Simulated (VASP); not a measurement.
# TiTe2 (P-3m1) in VASP: single point with r2SCAN

Aim: the single point of TiTe2 with r2SCAN.

Everything below comes from runs of VASP 6.6.1. Logs are shortened: lines on timing, memory, paths and dates and some standing lists are left out, and cuts for length are marked.

## Step 1: The cell of the first run

The structure is trigonal, space group P-3m1 (No. 164). Conventional cell: a = 3.777 Å, b = 3.777 Å, c = 6.498 Å, α = 90.00°, β = 90.00°, γ = 120.00°. Ti (site symmetry -3m) has 6 Te at 2.77 Å and 6 Ti at 3.78 Å within 3.8 Å. Te (site symmetry 3m) has 3 Ti at 2.77 Å and 9 Te at 3.78 Å within 3.8 Å.

## Step 2: Single point, r2SCAN

The input, POSCAR:

```
TiTe2
1.0
    3.7770008876      0.0000000000      0.0000000000
   -1.8885004438      3.2709787188      0.0000000000
    0.0000000000      0.0000000000      6.4980000000
Ti Te
1 2
Direct
    0.0000000000      0.0000000000      0.0000000000
    0.6666666667      0.3333333333      0.2628000000
    0.3333333333      0.6666666667      0.7372000000
```

The input, INCAR.step1:

```
SYSTEM = TiTe2
PREC = Accurate
ENCUT = 520
ISMEAR = 0
SIGMA = 0.15
LREAL = .FALSE.
LASPH = .TRUE.
NELM = 80
NBANDS = 19
GGA = PE
ALGO = Normal
EDIFF = 1E-4
LWAVE = .TRUE.
LCHARG = .FALSE.
```

The input, INCAR.step2:

```
SYSTEM = TiTe2
PREC = Accurate
ENCUT = 520
EDIFF = 1E-6
ISMEAR = 0
SIGMA = 0.15
LREAL = .FALSE.
LASPH = .TRUE.
NELM = 80
ALGO = Normal
ISIF = 2
LWAVE = .FALSE.
LCHARG = .FALSE.
METAGGA = R2SCAN
LMIXTAU = .TRUE.
NBANDS = 19
ISTART = 1
```

The input, KPOINTS:

```
Automatic mesh
0
G
  15 15 8
  0 0 0
```

Potentials or basis: VASP PAW PBE potentials, release 64 (Ti_sv, Te).

Started as:

```
$ cat potpaw_PBE.64/Ti_sv/POTCAR potpaw_PBE.64/Te/POTCAR > POTCAR
$ cp INCAR.step1 INCAR
$ mpirun -np 1 vasp_std > vasp.out
$ cp INCAR.step2 INCAR
$ mpirun -np 1 vasp_std > vasp.out
```

OUTCAR:

```text
SYSTEM = TiTe2
   PREC = Accurate
   ENCUT = 520
   EDIFF = 1E-6
   ISMEAR = 0
   LREAL = .FALSE.
   LASPH = .TRUE.
   NELM = 80
   ISIF = 2
   METAGGA = R2SCAN
   ISTART = 1

 ion  position               nearest neighbor table
   1  0.000  0.000  0.000-   2 2.77   3 2.77   2 2.77   3 2.77   2 2.77   3 2.77
   2  0.667  0.333  0.263-   1 2.77   1 2.77   1 2.77
   3  0.333  0.667  0.737-   1 2.77   1 2.77   1 2.77

  LATTYP: Found a hexagonal cell.
 ALAT       =     3.7770008876
 C/A-ratio  =     1.7204126219

  Lattice vectors:

 A1 = (   3.7770008876,   0.0000000000,   0.0000000000)
 A2 = (  -1.8885004438,   3.2709787188,   0.0000000000)
 A3 = (   0.0000000000,   0.0000000000,   6.4980000000)

Analysis of symmetry for initial positions (statically):
=====================================================================
 Subroutine PRICEL returns:
 Original cell was already a primitive cell.

 Routine SETGRP: Setting up the symmetry group for a
 hexagonal supercell.

 Subroutine GETGRP returns: Found 12 space group operations
 (whereof 12 operations were pure point group operations)
 out of a pool of 24 trial point group operations.

The static configuration has the point symmetry D_3d.

Analysis of symmetry for dynamics (positions and initial velocities):
=====================================================================
 Subroutine PRICEL returns:
 Original cell was already a primitive cell.

 Routine SETGRP: Setting up the symmetry group for a
 hexagonal supercell.

 Subroutine GETGRP returns: Found 12 space group operations
 (whereof 12 operations were pure point group operations)
 out of a pool of 24 trial point group operations.

The dynamic configuration has the point symmetry D_3d.

 Subroutine INISYM returns: Found 12 space group operations
 (whereof 12 operations are pure point group operations),
 and found     1 'primitive' translations

----------------------------------------------------------------------------------------

                                     Primitive cell

  volume of cell :      80.2795

  direct lattice vectors                    reciprocal lattice vectors
     3.777000888  0.000000000  0.000000000     0.264760330  0.152859448  0.000000000
[... 84 lines left out ...]
   LSORBIT =      F    spin-orbit coupling
   LASPH  =      T    aspherical Exc in radial PAW
   ENCUT  =  520.0 eV  38.22 Ry    6.18 a.u.   7.02  7.02 12.08*2*pi/ulx,y,z
   NELM   =     80;   NELMIN=  2; NELMDL=  0     # of ELM steps
   EDIFF  = 0.1E-05   stopping-criterion for ELM
   LREAL  =      F    real-space projection
   EDIFFG = 0.1E-04   stopping-criterion for IOM
   NSW    =      0    number of steps for IOM
   IBRION =     -1    ionic relax: 0-MD 1-quasi-New 2-CG
   NFREE  =      0    steps in history (QN), initial steepest desc. (CG)
   ISIF   =      2    stress and relaxation
   ISYM   =      2    0-nonsym 1-usesym 2-fastsym
   POTIM  = 0.5000    time-step for ionic-motion
   TEBEG  =    0.0;   TEEND  =   0.0 temperature during run
   PSTRESS=    0.0 pullay stress
   NELECT =      24.0000    total number of electrons
   NUPDOWN=      -1.0000    fix difference up-down
   EMIN   =  10.00;   EMAX   =-10.00  energy-range for DOS
   EFERMI =   0.00;   METHOD = LEGACY
   ISMEAR =     0;   SIGMA  =   0.15  broadening in eV -4-tet -1-fermi 0-gaus
   EFERMI_NEDOS =   21; number of points for ismear=-14 and -15
   IALGO  =     38    algorithm
   IMIX   =      4    mixing-type and parameters
     AMIX     =   0.40;   BMIX     =  1.00
     AMIX_MAG =   1.60;   BMIX_MAG =  1.00
  volume/ion in A,a.u.               =      26.76       180.58
  Fermi-wavevector in a.u.,A,eV,Ry     =   1.094655  2.068597 16.303433  1.198269
  Thomas-Fermi vector in A             =   2.230963
   LORBIT       =      0    0 simple, 1 ext, 2 COOP (PROOUT), +10 PAW based schemes
   METAGGA = R2SCAN    functional components
   LHFCALC =     F    Hartree Fock is set to
   AEXX    =    0.0000 exact exchange contribution
   IVDW    =     0    specifies the selected vdW correction
   LEPSILON=     F    determine dielectric tensor
   LRPA    =     F    only Hartree local field effects (RPA)
 non-spin polarized calculation
 Gauss-broadening in eV      SIGMA  =   0.15
  energy-cutoff  :      520.00
  volume of cell :       80.28
 maximum number of plane-waves:      2184
   NGX = 13   NGY = 13   NGZ = 25

 number of electron      23.9999998 magnetization

 Free energy of the ion-electron system (eV)
  ---------------------------------------------------
  ext. energy  EPLUGINS =         0.00000000
  ---------------------------------------------------
  free energy    TOTEN  =       -66.26420154 eV

  energy without entropy =      -66.25099356  energy(sigma->0) =      -66.25759755

 E-fermi :   6.8437     XC(G=0): -10.3461

 val. band max:        6.8414957390   @ k =   0.0000   0.4667   0.2500
 cond. band min:       6.8457666429   @ k =   0.0000   0.0667   0.2500
 fundamental gap:      0.0042709039
 Fermi energy:         6.8437007279

 k-point     1 :       0.0000    0.0000    0.0000
  band No.  band energies     occupation
      1     -53.2250      2.00000
      2     -28.4351      2.00000
      3     -28.4351      2.00000
      4     -28.3938      2.00000
      5      -6.1845      2.00000
      6      -4.5966      2.00000
[... 505 lines left out ...]
      6      -4.0227      2.00000
[... 11 lines left out ...]
     18      11.5289      0.00000
     19      14.7060      0.00000

 [... further k-points ...]

------------------------ aborting loop because EDIFF is reached ----------------------------------------

  FORCE on cell =-STRESS in cart. coord.  units (eV):
  Direction    XX          YY          ZZ          XY          YZ          ZX
  --------------------------------------------------------------------------------------
  -------------------------------------------------------------------------------------
  Total        0.5777791      0.5777791      0.5086642      0.0000000      0.0000000      0.0000000
  in kB       11.5310251     11.5310251     10.1516635      0.0000000      0.0000000      0.0000000
  external PRESSURE =      11.0712379 kB  Pullay stress =       0.0000000 kB

 VOLUME and BASIS-vectors are now :
 -----------------------------------------------------------------------------
  energy-cutoff  :      520.00
  volume of cell :       80.28
      direct lattice vectors                 reciprocal lattice vectors
     3.777000888  0.000000000  0.000000000     0.264760330  0.152859448  0.000000000
    -1.888500444  3.270978719  0.000000000     0.000000000  0.305718895  0.000000000
     0.000000000  0.000000000  6.498000000     0.000000000  0.000000000  0.153893506

 POSITION                                       TOTAL-FORCE (eV/Angst)
 -----------------------------------------------------------------------------------
      0.00000      0.00000      0.00000        -0.000000      0.000000      0.000000
      1.88850      1.09033      1.70767        -0.000000      0.000000     -0.173542
     -0.00000      2.18065      4.79033         0.000000     -0.000000      0.173542
 -----------------------------------------------------------------------------------
    total drift:                                0.000000     -0.000000      0.000000

  FREE ENERGIE OF THE ION-ELECTRON SYSTEM (eV)
  ---------------------------------------------------
  free  energy   TOTEN  =       -66.2642015369 eV

  energy  without entropy=      -66.2509935631  energy(sigma->0) =      -66.25759755
```

OSZICAR.step1:

```text
N       E                     dE             d eps       ncg     rms          rms(c)
DAV:   1     0.179103797294E+03    0.17910E+03   -0.10771E+04  7296   0.118E+03
DAV:   2    -0.191936382341E+01   -0.18102E+03   -0.17615E+03  7692   0.298E+02
DAV:   3    -0.178857614028E+02   -0.15966E+02   -0.15594E+02 11219   0.827E+01
DAV:   4    -0.184431737301E+02   -0.55741E+00   -0.55480E+00  9334   0.145E+01
DAV:   5    -0.184640589852E+02   -0.20885E-01   -0.20878E-01 10603   0.272E+00    0.121E+01
DAV:   6    -0.186455525357E+02   -0.18149E+00   -0.38317E+01  8066   0.377E+01    0.145E+01
DAV:   7    -0.164726764477E+02    0.21729E+01   -0.32066E+01  9135   0.323E+01    0.550E+00
DAV:   8    -0.162105449325E+02    0.26213E+00   -0.15260E+00  8652   0.831E+00    0.174E+00
DAV:   9    -0.162356941954E+02   -0.25149E-01   -0.27597E-01  9869   0.324E+00    0.168E+00
DAV:  10    -0.162148041537E+02    0.20890E-01   -0.32482E-01  8747   0.377E+00    0.836E-01
DAV:  11    -0.162106416009E+02    0.41626E-02   -0.34642E-02  8457   0.132E+00    0.358E-01
DAV:  12    -0.162107686829E+02   -0.12708E-03   -0.30634E-03  8720   0.384E-01    0.258E-01
DAV:  13    -0.162105599762E+02    0.20871E-03   -0.79042E-04  6908   0.200E-01    0.553E-02
DAV:  14    -0.162105650678E+02   -0.50916E-05   -0.28985E-05  4584   0.449E-02
   1 F= -.16210565E+02 E0= -.16202434E+02  d E =-.162630E-01
```

Wall time 8.9 min (1 thread of Intel Xeon 6975P-C (Granite Rapids), shared host); peak memory 0.4 GiB.

What came out:

- Free energy: -66.2642 eV
- Pressure: 1.1 GPa
- Largest force: 0.174 eV/Å
- Band gap on the k mesh: zero (bands 12 and 13 overlap by 0.63 eV)

Forces in eV/Å, atoms in the order of the input:
```
Ti   0.000  0.000  0.000
Te   0.000  0.000 -0.174
Te   0.000  0.000  0.174
```

Caveat: the PAW data sets were made with another functional, which shifts forces and pressure a little; spin-orbit coupling is left out, which moves the levels of the heavy elements.
